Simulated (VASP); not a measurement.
# MgS (Fm-3m) in VASP: single point with LDA

Aim: the single point of MgS with LDA.

Program: VASP 6.6.1. These are calculated values, not measurements. Logs are shortened: lines on timing, memory, paths and dates and some standing lists are left out, and cuts for length are marked.

### 1 The cell of the first run

The structure is cubic, space group Fm-3m (No. 225). The conventional cell has a = 5.090 Å, b = 5.090 Å, c = 5.090 Å, α = 90.00°, β = 90.00°, γ = 90.00°. Mg (site symmetry m-3m) has 6 S at 2.54 Å within 3.4 Å. Within 3.4 Å of S (site symmetry m-3m) lie 6 Mg at 2.54 Å.

### 2 Single point, LDA

File INCAR:

```
  ALGO = Normal
  EDIFF = 1E-6
  ENCUT = 750
  GGA_COMPAT = F
  ISIF = 2
  ISMEAR = 0
  LASPH = T
  LCHARG = F
  LREAL = F
  LWAVE = F
  NBANDS = 15
  NELM = 120
  PREC = Accurate
  SIGMA = 0.01
```

File KPOINTS:

```
k-points
0
Gamma
  8 8 8
```

File POSCAR:

```
MgS
1.0
    2.5449609130      2.5449609130      0.0000000000
   -2.5449609130      2.5449609130      0.0000000000
    0.0000000000      2.5449609130      2.5449609130
Mg S
1 1
Direct
    0.0000000000      0.0000000000      0.0000000000
    0.5000000000      0.5000000000      0.0000000000
```

Potentials or basis: VASP PAW LDA potentials, release 64 (Mg_sv, S).

Run with:

```bash
$ cat potpaw_LDA.64/Mg_sv/POTCAR potpaw_LDA.64/S/POTCAR > POTCAR
$ mpirun -np 1 vasp_std > vasp.out
```

OUTCAR:

```text
EDIFF = 1E-6
   ENCUT = 750
   ISIF = 2
   ISMEAR = 0
   LASPH = T
   LREAL = F
   NELM = 120
   PREC = Accurate

 ion  position               nearest neighbor table
   1  0.000  0.000  0.000-
   2  0.500  0.500  0.000-

  LATTYP: Found a face centered cubic cell.
 ALAT       =     5.0899218260

  Lattice vectors:

 A1 = (   0.0000000000,   2.5449609130,   2.5449609130)
 A2 = (   2.5449609130,   0.0000000000,   2.5449609130)
 A3 = (   2.5449609130,   2.5449609130,   0.0000000000)

Analysis of symmetry for initial positions (statically):
=====================================================================
 Subroutine PRICEL returns:
 Original cell was already a primitive cell.

 Routine SETGRP: Setting up the symmetry group for a
 face centered cubic supercell.

 Subroutine GETGRP returns: Found 48 space group operations
 (whereof 48 operations were pure point group operations)
 out of a pool of 48 trial point group operations.

The static configuration has the point symmetry O_h .

Analysis of symmetry for dynamics (positions and initial velocities):
=====================================================================
 Subroutine PRICEL returns:
 Original cell was already a primitive cell.

 Routine SETGRP: Setting up the symmetry group for a
 face centered cubic supercell.

 Subroutine GETGRP returns: Found 48 space group operations
 (whereof 48 operations were pure point group operations)
 out of a pool of 48 trial point group operations.

The dynamic configuration has the point symmetry O_h .

 Subroutine INISYM returns: Found 48 space group operations
 (whereof 48 operations are pure point group operations),
 and found     1 'primitive' translations

----------------------------------------------------------------------------------------

                                     Primitive cell

  volume of cell :      32.9665

  direct lattice vectors                    reciprocal lattice vectors
     2.544960913  2.544960913  0.000000000     0.196466672  0.196466672 -0.196466672
    -2.544960913  2.544960913  0.000000000    -0.196466672  0.196466672 -0.196466672
     0.000000000  2.544960913  2.544960913     0.000000000  0.000000000  0.392933343

  length of vectors
     3.599118239  3.599118239  3.599118239     0.340290257  0.340290257  0.392933343

  position of ions in fractional coordinates (direct lattice)
     0.000000000  0.000000000  0.000000000
     0.500000000  0.500000000  0.000000000

  ion indices of the primitive-cell ions
   primitive index   ion index
                 1           1
                 2           2

----------------------------------------------------------------------------------------

 KPOINTS: k-points

Automatic generation of k-mesh.
 Grid dimensions read from file:
 generate k-points for:    8    8    8

 Generating k-lattice:

  Cartesian coordinates                     Fractional coordinates (reciprocal lattice)
     0.024558334  0.024558334 -0.024558334     0.125000000  0.000000000  0.000000000
    -0.024558334  0.024558334 -0.024558334     0.000000000  0.125000000  0.000000000
     0.000000000  0.000000000  0.049116668     0.000000000  0.000000000  0.125000000

  Length of vectors
     0.042536282  0.042536282  0.049116668

  Shift w.r.t. Gamma in fractional coordinates (k-lattice)
     0.000000000  0.000000000  0.000000000

 Subroutine IBZKPT returns following result:
 ===========================================

 Found     29 irreducible k-points:

 Following reciprocal coordinates:
            Coordinates               Weight
  0.000000  0.000000  0.000000      1.000000
  0.125000  0.000000  0.000000      8.000000
  0.250000  0.000000  0.000000      8.000000
  0.375000  0.000000  0.000000      8.000000
  0.500000  0.000000  0.000000      4.000000
  0.125000  0.125000  0.000000     12.000000
[... 16 lines left out ...]
  0.375000  0.250000  0.125000     48.000000
  0.500000  0.250000  0.125000     24.000000
 [... further k-points ...]
   k-points           NKPTS =     29   k-points in BZ     NKDIM =     29   number of bands    NBANDS=     15
   number of dos      NEDOS =    301   number of ions     NIONS =      2
   total plane-waves  NPLWV =  32768
   dimension x,y,z NGX =    32 NGY =   32 NGZ =   32
   dimension x,y,z NGXF=    64 NGYF=   64 NGZF=   64
   ions per type =               1   1
   NGX,Y,Z   is equivalent  to a cutoff of  14.78, 14.78, 14.78 a.u.
   NGXF,Y,Z  is equivalent  to a cutoff of  29.56, 29.56, 29.56 a.u.
 SYSTEM =  unknown system
   PREC   = accura    normal or accurate (medium, high low for compatibility)
   ISTART =      0    job   : 0-new  1-cont  2-samecut
   ICHARG =      2    charge: 1-file 2-atom 10-const
   ISPIN  =      1    spin polarized calculation?
   LNONCOLLINEAR =      F non collinear calculations
   LSORBIT =      F    spin-orbit coupling
   LASPH  =      T    aspherical Exc in radial PAW
   ENCUT  =  750.0 eV  55.12 Ry    7.42 a.u.   8.04  8.04  8.04*2*pi/ulx,y,z
   NELM   =    120;   NELMIN=  2; NELMDL= -5     # of ELM steps
   EDIFF  = 0.1E-05   stopping-criterion for ELM
   LREAL  =      F    real-space projection
   EDIFFG = 0.1E-04   stopping-criterion for IOM
   NSW    =      0    number of steps for IOM
   IBRION =     -1    ionic relax: 0-MD 1-quasi-New 2-CG
   NFREE  =      0    steps in history (QN), initial steepest desc. (CG)
   ISIF   =      2    stress and relaxation
   ISYM   =      2    0-nonsym 1-usesym 2-fastsym
   POTIM  = 0.5000    time-step for ionic-motion
   TEBEG  =    0.0;   TEEND  =   0.0 temperature during run
   PSTRESS=    0.0 pullay stress
   NELECT =      16.0000    total number of electrons
   NUPDOWN=      -1.0000    fix difference up-down
   EMIN   =  10.00;   EMAX   =-10.00  energy-range for DOS
   EFERMI =   0.00;   METHOD = LEGACY
   ISMEAR =     0;   SIGMA  =   0.01  broadening in eV -4-tet -1-fermi 0-gaus
   EFERMI_NEDOS =   21; number of points for ismear=-14 and -15
   IALGO  =     38    algorithm
   IMIX   =      4    mixing-type and parameters
     AMIX     =   0.40;   BMIX     =  1.00
     AMIX_MAG =   1.60;   BMIX_MAG =  1.00
  volume/ion in A,a.u.               =      16.48       111.23
  Fermi-wavevector in a.u.,A,eV,Ry     =   1.286541  2.431210 22.520205  1.655188
  Thomas-Fermi vector in A             =   2.418609
   LORBIT       =      0    0 simple, 1 ext, 2 COOP (PROOUT), +10 PAW based schemes
   GGA     = CA    functional components
   LHFCALC =     F    Hartree Fock is set to
   AEXX    =    0.0000 exact exchange contribution
   IVDW    =     0    specifies the selected vdW correction
   LEPSILON=     F    determine dielectric tensor
   LRPA    =     F    only Hartree local field effects (RPA)
 non-spin polarized calculation
 Gauss-broadening in eV      SIGMA  =   0.01
  energy-cutoff  :      750.00
  volume of cell :       32.97
 maximum number of plane-waves:      1572
   NGX = 17   NGY = 17   NGZ = 17

 number of electron      15.9999995 magnetization

 Free energy of the ion-electron system (eV)
  ---------------------------------------------------
  ext. energy  EPLUGINS =         0.00000000
  ---------------------------------------------------
  free energy    TOTEN  =        -9.48696650 eV

  energy without entropy =       -9.48696650  energy(sigma->0) =       -9.48696650

 E-fermi :   4.1818     XC(G=0): -10.4555

 val. band max:        4.0340431134   @ k =   0.0000   0.0000   0.0000
 cond. band min:       6.7503614706   @ k =   0.5000   0.5000   0.0000
 fundamental gap:      2.7163183572
 Fermi energy:         4.1818052377

 k-point     1 :       0.0000    0.0000    0.0000
  band No.  band energies     occupation
      1     -69.7098      2.00000
      2     -37.2025      2.00000
      3     -37.2025      2.00000
      4     -37.2025      2.00000
      5      -8.9981      2.00000
      6       4.0340      2.00000
      7       4.0340      2.00000
      8       4.0340      2.00000
      9       8.0796      0.00000
     10      11.8172      0.00000
     11      11.8172      0.00000
     12      11.8172      0.00000
     13      14.3628      0.00000
     14      14.3628      0.00000
     15      16.5334      0.00000

 k-point     2 :       0.1250    0.0000    0.0000
  band No.  band energies     occupation
      1     -69.7099      2.00000
      2     -37.2044      2.00000
      3     -37.2029      2.00000
      4     -37.2029      2.00000
      5      -8.8275      2.00000
      6       2.9155      2.00000
      7       3.9162      2.00000
      8       3.9162      2.00000
      9       8.8573      0.00000
     10      11.5578      0.00000
     11      12.0973      0.00000
     12      12.0973      0.00000
     13      13.7347      0.00000
     14      13.7347      0.00000
     15      16.9456      0.00000

 k-point     3 :       0.2500    0.0000    0.0000
  band No.  band energies     occupation
      1     -69.7098      2.00000
      2     -37.2079      2.00000
      3     -37.2035      2.00000
      4     -37.2035      2.00000
      5      -8.3612      2.00000
      6       1.0108      2.00000
      7       3.6621      2.00000
      8       3.6621      2.00000
      9       9.0501      0.00000
     10      11.7741      0.00000
     11      11.7741      0.00000
     12      12.5794      0.00000
     13      14.3173      0.00000
     14      14.3173      0.00000
     15      16.1163      0.00000
[... 343 lines left out ...]
 k-point    23 :       0.3750    0.2500    0.1250
  band No.  band energies     occupation
      1     -69.7096      2.00000
      2     -37.2104      2.00000
      3     -37.2064      2.00000
      4     -37.2047      2.00000
      5      -7.4986      2.00000
      6      -0.2184      2.00000
      7       1.8116      2.00000
      8       2.9159      2.00000
      9       9.6538      0.00000
     10      10.4071      0.00000
     11      11.8544      0.00000
     12      13.1870      0.00000
     13      15.8881      0.00000
     14      18.5378      0.00000
     15      19.2163      0.00000

 k-point    24 :       0.5000    0.2500    0.1250
  band No.  band energies     occupation
      1     -69.7095      2.00000
      2     -37.2113      2.00000
      3     -37.2066      2.00000
      4     -37.2050      2.00000
      5      -7.2555      2.00000
      6      -0.6719      2.00000
      7       1.6584      2.00000
      8       2.7391      2.00000
      9       9.5908      0.00000
     10      10.1238      0.00000
     11      12.5094      0.00000
     12      13.6433      0.00000
     13      16.4283      0.00000
     14      17.6746      0.00000
     15      19.8005      0.00000

 [... further k-points ...]

------------------------ aborting loop because EDIFF is reached ----------------------------------------

  FORCE on cell =-STRESS in cart. coord.  units (eV):
  Direction    XX          YY          ZZ          XY          YZ          ZX
  --------------------------------------------------------------------------------------
  -------------------------------------------------------------------------------------
  Total        0.3761094      0.3761094      0.3761094      0.0000000      0.0000000     -0.0000000
  in kB       18.2789585     18.2789585     18.2789585      0.0000000      0.0000000     -0.0000000
  external PRESSURE =      18.2789585 kB  Pullay stress =       0.0000000 kB

 VOLUME and BASIS-vectors are now :
 -----------------------------------------------------------------------------
  energy-cutoff  :      750.00
  volume of cell :       32.97
      direct lattice vectors                 reciprocal lattice vectors
     2.544960913  2.544960913  0.000000000     0.196466672  0.196466672 -0.196466672
    -2.544960913  2.544960913  0.000000000    -0.196466672  0.196466672 -0.196466672
     0.000000000  2.544960913  2.544960913     0.000000000  0.000000000  0.392933343

 POSITION                                       TOTAL-FORCE (eV/Angst)
 -----------------------------------------------------------------------------------
      0.00000      0.00000      0.00000        -0.000000     -0.000000      0.000000
      0.00000      2.54496      0.00000         0.000000      0.000000      0.000000
 -----------------------------------------------------------------------------------
    total drift:                                0.000000     -0.000000     -0.000000

  FREE ENERGIE OF THE ION-ELECTRON SYSTEM (eV)
  ---------------------------------------------------
  free  energy   TOTEN  =        -9.4869665010 eV

  energy  without entropy=       -9.4869665010  energy(sigma->0) =       -9.48696650
```

Run time: 6.9 s. Hardware: 1 thread of Intel Xeon 6975P-C (Granite Rapids), shared host; peak memory 0.15 GiB.

Results:

```
Free energy            : -9.4870 eV
Pressure               : 1.8 GPa
Band gap on the k mesh : 2.72 eV (least direct gap 4.05 eV)
```
